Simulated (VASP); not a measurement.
# ScC2 (P6_3/mmc) in VASP: notebook

ScC2 is run at these levels: PBE; tasks: single point, relaxation of cell and atoms.

Everything below comes from runs of VASP 6.6.1. Logs are shortened: lines on timing, memory, paths and dates and some standing lists are left out, and cuts for length are marked.

### 1 The cell of the first run

Symmetry: P6_3/mmc, No. 194, hexagonal system. The conventional cell has a = 2.712 Å, b = 2.712 Å, c = 8.552 Å, α = 90.00°, β = 90.00°, γ = 120.00°. Sc (site symmetry -6m2) has 8 C at 2.35 to 2.48 Å and 6 Sc at 2.71 Å within 3.1 Å. Within 2.2 Å of C (site symmetry 3m) lie 3 C at 1.62 Å.

### 2 Single point, PBE

Input file INCAR:

```
SYSTEM = ScC2
ALGO     = Normal         ! electronic algorithm
EDIFF    = 1E-7           ! SCF threshold, eV
ENCUT    = 520            ! plane-wave cutoff, eV
GGA      = PE             ! functional
ISIF     = 2              ! what is computed and relaxed
ISMEAR   = 0              ! smearing method
LASPH    = .True.         ! aspherical terms in the spheres
LCHARG   = .False.        ! write CHGCAR
LREAL    = .False.        ! projectors in reciprocal space
LWAVE    = .False.        ! write WAVECAR
NBANDS   = 28             ! bands
NELM     = 60             ! most SCF steps
PREC     = Accurate       ! precision mode
SIGMA    = 0.1            ! smearing width, eV
```

Input file KPOINTS:

```
k-points
0
Gamma
  6 6 2
  0 0 0
```

Input file POSCAR:

```
ScC2
1.0
    2.7122702927      0.0000000000      0.0000000000
   -1.3561351463      2.3488949754      0.0000000000
    0.0000000000      0.0000000000      8.5521112232
Sc C
2 4
Direct
    0.3333333333      0.6666666667      0.2500000000
    0.6666666667      0.3333333333      0.7500000000
    0.3333333333      0.6666666667      0.5249163825
    0.6666666667      0.3333333333      0.0249163825
    0.3333333333      0.6666666667      0.9750836175
    0.6666666667      0.3333333333      0.4750836175
```

Potentials or basis: VASP PAW PBE potentials, release 64 (Sc_sv, C).

The run is started by

```bash
cat potpaw_PBE.64/Sc_sv/POTCAR potpaw_PBE.64/C/POTCAR > POTCAR
mpirun -np 1 vasp_std > vasp.out
```

OUTCAR:

```text
SYSTEM = ScC2
   EDIFF = 1E-7
   ENCUT = 520
   GGA = PE
   ISIF = 2
   ISMEAR = 0
   LASPH = .True.
   LREAL = .False.
   NELM = 60
   PREC = Accurate

 ion  position               nearest neighbor table
   1  0.333  0.667  0.250-   3 2.35   5 2.35   4 2.48   6 2.48   4 2.48   6 2.48   4 2.48   6 2.48

   2  0.667  0.333  0.750-   4 2.35   6 2.35   3 2.48   5 2.48   3 2.48   5 2.48   5 2.48   3 2.48

   3  0.333  0.667  0.525-   6 1.62   6 1.62   6 1.62   1 2.35   2 2.48   2 2.48   2 2.48
   4  0.667  0.333  0.025-   5 1.62   5 1.62   5 1.62   2 2.35   1 2.48   1 2.48   1 2.48
   5  0.333  0.667  0.975-   4 1.62   4 1.62   4 1.62   1 2.35   2 2.48   2 2.48   2 2.48
   6  0.667  0.333  0.475-   3 1.62   3 1.62   3 1.62   2 2.35   1 2.48   1 2.48   1 2.48

  LATTYP: Found a hexagonal cell.
 ALAT       =     2.7122702927
 C/A-ratio  =     3.1531190849

  Lattice vectors:

 A1 = (   2.7122702927,   0.0000000000,   0.0000000000)
 A2 = (  -1.3561351463,   2.3488949754,   0.0000000000)
 A3 = (   0.0000000000,   0.0000000000,   8.5521112232)

Analysis of symmetry for initial positions (statically):
=====================================================================
 Subroutine PRICEL returns:
 Original cell was already a primitive cell.

 Routine SETGRP: Setting up the symmetry group for a
 hexagonal supercell.

 Subroutine GETGRP returns: Found 24 space group operations
 (whereof 12 operations were pure point group operations)
 out of a pool of 24 trial point group operations.

The static configuration has the point symmetry D_3d.
 The point group associated with its full space group is D_6h.

Analysis of symmetry for dynamics (positions and initial velocities):
=====================================================================
 Subroutine PRICEL returns:
 Original cell was already a primitive cell.

 Routine SETGRP: Setting up the symmetry group for a
 hexagonal supercell.

 Subroutine GETGRP returns: Found 24 space group operations
 (whereof 12 operations were pure point group operations)
 out of a pool of 24 trial point group operations.

The dynamic configuration has the point symmetry D_3d.
 The point group associated with its full space group is D_6h.

 Subroutine INISYM returns: Found 24 space group operations
 (whereof 12 operations are pure point group operations),
 and found     1 'primitive' translations

----------------------------------------------------------------------------------------

                                     Primitive cell

  volume of cell :      54.4841

  direct lattice vectors                    reciprocal lattice vectors
     2.712270293  0.000000000  0.000000000     0.368694817  0.212866052  0.000000000
    -1.356135146  2.348894975  0.000000000     0.000000000  0.425732104  0.000000000
     0.000000000  0.000000000  8.552111223     0.000000000  0.000000000  0.116930191

  length of vectors
     2.712270293  2.712270293  8.552111223     0.425732104  0.425732104  0.116930191

  position of ions in fractional coordinates (direct lattice)
     0.333333333  0.666666667  0.250000000
     0.666666667  0.333333333  0.750000000
     0.333333333  0.666666667  0.524916383
     0.666666667  0.333333333  0.024916383
     0.333333333  0.666666667  0.975083617
     0.666666667  0.333333333  0.475083617

  ion indices of the primitive-cell ions
   primitive index   ion index
                 1           1
                 2           2
                 3           3
                 4           4
                 5           5
                 6           6

----------------------------------------------------------------------------------------

 KPOINTS: k-points

Automatic generation of k-mesh.
 Grid dimensions read from file:
 generate k-points for:    6    6    2

 Generating k-lattice:

  Cartesian coordinates                     Fractional coordinates (reciprocal lattice)
     0.061449136  0.035477675  0.000000000     0.166666667  0.000000000  0.000000000
     0.000000000  0.070955351  0.000000000     0.000000000  0.166666667  0.000000000
     0.000000000  0.000000000  0.058465096     0.000000000  0.000000000  0.500000000

  Length of vectors
     0.070955351  0.070955351  0.058465096

  Shift w.r.t. Gamma in fractional coordinates (k-lattice)
     0.000000000  0.000000000  0.000000000

 Subroutine IBZKPT returns following result:
 ===========================================

 Found     14 irreducible k-points:

 Following reciprocal coordinates:
            Coordinates               Weight
  0.000000  0.000000  0.000000      1.000000
  0.166667 -0.000000  0.000000      6.000000
  0.333333 -0.000000  0.000000      6.000000
  0.500000 -0.000000  0.000000      3.000000
  0.166667  0.166667  0.000000      6.000000
  0.333333  0.166667  0.000000     12.000000
  0.333333  0.333333  0.000000      2.000000
  0.000000  0.000000  0.500000      1.000000
  0.166667 -0.000000  0.500000      6.000000
  0.333333 -0.000000  0.500000      6.000000
  0.500000 -0.000000  0.500000      3.000000
  0.166667  0.166667  0.500000      6.000000
  0.333333  0.166667  0.500000     12.000000
  0.333333  0.333333  0.500000      2.000000
   k-points           NKPTS =     14   k-points in BZ     NKDIM =     14   number of bands    NBANDS=     28
   number of dos      NEDOS =    301   number of ions     NIONS =      6
   total plane-waves  NPLWV =  25600
   dimension x,y,z NGX =    20 NGY =   20 NGZ =   64
   dimension x,y,z NGXF=    40 NGYF=   40 NGZF=  128
   ions per type =               2   4
   NGX,Y,Z   is equivalent  to a cutoff of  12.26, 12.26, 12.44 a.u.
   NGXF,Y,Z  is equivalent  to a cutoff of  24.52, 24.52, 24.88 a.u.
 SYSTEM =  ScC2
   PREC   = accura    normal or accurate (medium, high low for compatibility)
   ISTART =      0    job   : 0-new  1-cont  2-samecut
   ICHARG =      2    charge: 1-file 2-atom 10-const
   ISPIN  =      1    spin polarized calculation?
   LNONCOLLINEAR =      F non collinear calculations
   LSORBIT =      F    spin-orbit coupling
   LASPH  =      T    aspherical Exc in radial PAW
   ENCUT  =  520.0 eV  38.22 Ry    6.18 a.u.   5.04  5.04 15.90*2*pi/ulx,y,z
   NELM   =     60;   NELMIN=  2; NELMDL= -5     # of ELM steps
   EDIFF  = 0.1E-06   stopping-criterion for ELM
   LREAL  =      F    real-space projection
   EDIFFG = 0.1E-05   stopping-criterion for IOM
   NSW    =      0    number of steps for IOM
   IBRION =     -1    ionic relax: 0-MD 1-quasi-New 2-CG
   NFREE  =      0    steps in history (QN), initial steepest desc. (CG)
   ISIF   =      2    stress and relaxation
   ISYM   =      2    0-nonsym 1-usesym 2-fastsym
   POTIM  = 0.5000    time-step for ionic-motion
   TEBEG  =    0.0;   TEEND  =   0.0 temperature during run
   PSTRESS=    0.0 pullay stress
   NELECT =      38.0000    total number of electrons
   NUPDOWN=      -1.0000    fix difference up-down
   EMIN   =  10.00;   EMAX   =-10.00  energy-range for DOS
   EFERMI =   0.00;   METHOD = LEGACY
   ISMEAR =     0;   SIGMA  =   0.10  broadening in eV -4-tet -1-fermi 0-gaus
   EFERMI_NEDOS =   21; number of points for ismear=-14 and -15
   IALGO  =     38    algorithm
   IMIX   =      4    mixing-type and parameters
     AMIX     =   0.40;   BMIX     =  1.00
     AMIX_MAG =   1.60;   BMIX_MAG =  1.00
  volume/ion in A,a.u.               =       9.08        61.28
  Fermi-wavevector in a.u.,A,eV,Ry     =   1.451820  2.743542 28.678100  2.107781
  Thomas-Fermi vector in A             =   2.569273
   LORBIT       =      0    0 simple, 1 ext, 2 COOP (PROOUT), +10 PAW based schemes
   GGA     = PE    functional components
   LHFCALC =     F    Hartree Fock is set to
   AEXX    =    0.0000 exact exchange contribution
   IVDW    =     0    specifies the selected vdW correction
   LEPSILON=     F    determine dielectric tensor
   LRPA    =     F    only Hartree local field effects (RPA)
 non-spin polarized calculation
 Gauss-broadening in eV      SIGMA  =   0.10
  energy-cutoff  :      520.00
  volume of cell :       54.48
 maximum number of plane-waves:      1484
   NGX = 11   NGY = 11   NGZ = 31

 number of electron      38.0000007 magnetization

 Free energy of the ion-electron system (eV)
  ---------------------------------------------------
  ext. energy  EPLUGINS =         0.00000000
  ---------------------------------------------------
  free energy    TOTEN  =       -47.54879069 eV

  energy without entropy =      -47.53549449  energy(sigma->0) =      -47.54214259

 E-fermi :   8.4729     XC(G=0): -12.5144

 val. band max:        8.4544124146   @ k =   0.3333  -0.0000   0.0000
 cond. band min:       8.5652101201   @ k =   0.3333   0.1667   0.0000
 fundamental gap:      0.1107977055
 Fermi energy:         8.4729383734

 k-point     1 :       0.0000    0.0000    0.0000
  band No.  band energies     occupation
      1     -40.3400      2.00000
      2     -40.3384      2.00000
      3     -19.3046      2.00000
      4     -19.1721      2.00000
      5     -18.1535      2.00000
      6     -18.1535      2.00000
[... 20 lines left out ...]
     27      13.3724      0.00000
     28      13.4656      0.00000

 k-point     2 :       0.1667   -0.0000    0.0000
  band No.  band energies     occupation
      1     -40.2557      2.00000
      2     -40.2543      2.00000
      3     -19.1986      2.00000
      4     -19.0876      2.00000
      5     -18.5901      2.00000
      6     -18.5876      2.00000
[... 20 lines left out ...]
     27      12.9819      0.00000
     28      13.5993      0.00000

 k-point     3 :       0.3333   -0.0000    0.0000
  band No.  band energies     occupation
      1     -40.0828      2.00000
      2     -40.0819      2.00000
      3     -19.4056      2.00000
      4     -19.4007      2.00000
      5     -18.9801      2.00000
      6     -18.9174      2.00000
[... 306 lines left out ...]
      3     -19.5848      2.00000
      4     -19.5848      2.00000
      5     -18.8506      2.00000
      6     -18.8506      2.00000
[... 20 lines left out ...]
     27      13.9539      0.00000
     28      13.9539      0.00000

 k-point    14 :       0.3333    0.3333    0.5000
  band No.  band energies     occupation
      1     -39.9498      2.00000
      2     -39.9498      2.00000
      3     -19.3089      2.00000
      4     -19.3089      2.00000
      5     -19.2888      2.00000
      6     -19.2888      2.00000
[... 20 lines left out ...]
     27      14.4903      0.00000
     28      14.4903      0.00000

------------------------ aborting loop because EDIFF is reached ----------------------------------------

  FORCE on cell =-STRESS in cart. coord.  units (eV):
  Direction    XX          YY          ZZ          XY          YZ          ZX
  --------------------------------------------------------------------------------------
  -------------------------------------------------------------------------------------
  Total        0.1682897      0.1682897      0.2641344      0.0000000     -0.0000000      0.0000000
  in kB        4.9487820      4.9487820      7.7672193      0.0000000     -0.0000000      0.0000000
  external PRESSURE =       5.8882611 kB  Pullay stress =       0.0000000 kB

 VOLUME and BASIS-vectors are now :
 -----------------------------------------------------------------------------
  energy-cutoff  :      520.00
  volume of cell :       54.48
      direct lattice vectors                 reciprocal lattice vectors
     2.712270293  0.000000000  0.000000000     0.368694817  0.212866052  0.000000000
    -1.356135146  2.348894975  0.000000000     0.000000000  0.425732104  0.000000000
     0.000000000  0.000000000  8.552111223     0.000000000  0.000000000  0.116930191

 POSITION                                       TOTAL-FORCE (eV/Angst)
 -----------------------------------------------------------------------------------
     -0.00000      1.56593      2.13803         0.000000     -0.000000      0.000000
      1.35614      0.78296      6.41408        -0.000000      0.000000      0.000000
     -0.00000      1.56593      4.48914         0.000000     -0.000000     -0.003334
      1.35614      0.78296      0.21309        -0.000000     -0.000000     -0.003334
     -0.00000      1.56593      8.33902        -0.000000      0.000000      0.003334
      1.35614      0.78296      4.06297        -0.000000      0.000000      0.003334
 -----------------------------------------------------------------------------------
    total drift:                               -0.000000      0.000000     -0.000000

  FREE ENERGIE OF THE ION-ELECTRON SYSTEM (eV)
  ---------------------------------------------------
  free  energy   TOTEN  =       -47.5487906893 eV

  energy  without entropy=      -47.5354944946  energy(sigma->0) =      -47.54214259
```

Wall time 24 s (1 thread of Intel Xeon 6975P-C (Granite Rapids), shared host); peak memory 0.16 GiB.

What came out:

* Free energy: -47.5488 eV
* Pressure: 0.6 GPa
* Largest force: 0.003 eV/Å
* Band gap on the k mesh: zero (bands 19 and 20 overlap by 3.10 eV)

Forces in eV/Å, atoms in the order of the input:
```
Sc   0.000  0.000  0.000
Sc   0.000  0.000  0.000
C    0.000  0.000 -0.003
C    0.000  0.000 -0.003
C    0.000  0.000  0.003
C    0.000  0.000  0.003
```

Caveat: the k points lie up to 0.45 Å⁻¹ apart, too coarse for converged energies and pressures of a metal.

### 3 Single point, PBE

This run uses another cell than the first one, of 10.79 Å³/atom.

Input file INCAR:

```
SYSTEM = ScC2
PREC = Accurate ; ENCUT = 520
EDIFF = 1E-6 ; ISMEAR = 0
SIGMA = 0.1 ; LREAL = .False.
LASPH = .True. ; NELM = 100
ALGO = Normal ; ISIF = 2
LWAVE = .False. ; LCHARG = .False.
GGA = PE ; NBANDS = 28
```

Input file KPOINTS:

```
Automatic mesh
0
Gamma
  6 6 2
  0 0 0
```

Input file POSCAR:

```
ScC2
1.0
    2.6783099292      0.0000000000      0.0000000000
   -1.3391549646      2.3194844379      0.0000000000
    0.0000000000      0.0000000000     10.4175273315
Sc C
2 4
Direct
    0.3333333333      0.6666666667      0.2500000000
    0.6666666667      0.3333333333      0.7500000000
    0.3333333333      0.6666666667      0.6275000000
    0.6666666667      0.3333333333      0.1275000000
    0.3333333333      0.6666666667      0.8725000000
    0.6666666667      0.3333333333      0.3725000000
```

Potentials or basis: VASP PAW PBE potentials, release 64 (Sc_sv, C).

The run is started by

```bash
cat potpaw_PBE.64/Sc_sv/POTCAR potpaw_PBE.64/C/POTCAR > POTCAR
mpirun -np 1 vasp_std > vasp.out
```

Run time: 25 s. Hardware: 1 thread of Intel Xeon 6975P-C (Granite Rapids), shared host; peak memory 0.18 GiB.

The run converged. Its results:

| Quantity | Value |
| --- | --- |
| Free energy | -28.7561 eV |
| Pressure | 66.9 GPa |
| Largest force | 4.851 eV/Å |
| Band gap on the k mesh | zero (bands 19 and 20 overlap by 1.89 eV) |

Forces on the atoms (eV/Å):
```
Sc   0.000  0.000  0.000
Sc   0.000  0.000  0.000
C    0.000  0.000 -4.851
C    0.000  0.000 -4.851
C    0.000  0.000  4.851
C    0.000  0.000  4.851
```

Stress tensor (GPa, compression positive):
```
72.13  0.00  0.00
 0.00 72.13  0.00
 0.00  0.00 56.43
```

Levels at points of the mesh, in eV from the Fermi level:
| k point | band 15 | band 16 | band 17 | band 18 | band 19 | band 20 | band 21 | band 22 | band 23 | band 24 |
| --- | --- | --- | --- | --- | --- | --- | --- | --- | --- | --- |
| (0.00, 0.00, 0.00) | -0.23 | 0.33 | 0.33 | 0.36 | 0.36 | 1.96 | 1.96 | 2.04 | 2.04 | 2.47 |
| (0.50, 0.00, 0.00) | -2.75 | -2.27 | -2.10 | -0.89 | -0.45 | -0.31 | 1.10 | 1.17 | 2.04 | 2.31 |
| (0.00, 0.00, 0.50) | 0.35 | 0.35 | 0.35 | 0.35 | 1.03 | 1.03 | 2.00 | 2.00 | 2.00 | 2.00 |
| (0.50, 0.00, 0.50) | -2.63 | -2.63 | -1.33 | -1.33 | -0.39 | -0.39 | 1.14 | 1.14 | 2.18 | 2.18 |

Caveat: the k points lie up to 0.45 Å⁻¹ apart, too coarse for converged energies and pressures of a metal; forces of over 1 eV/Å act on the atoms, so gaps and moduli don't describe the material at rest.

[end of part 1 of 2]

The gap in the log of VASP goes by the Fermi energy; the results here count the filled bands.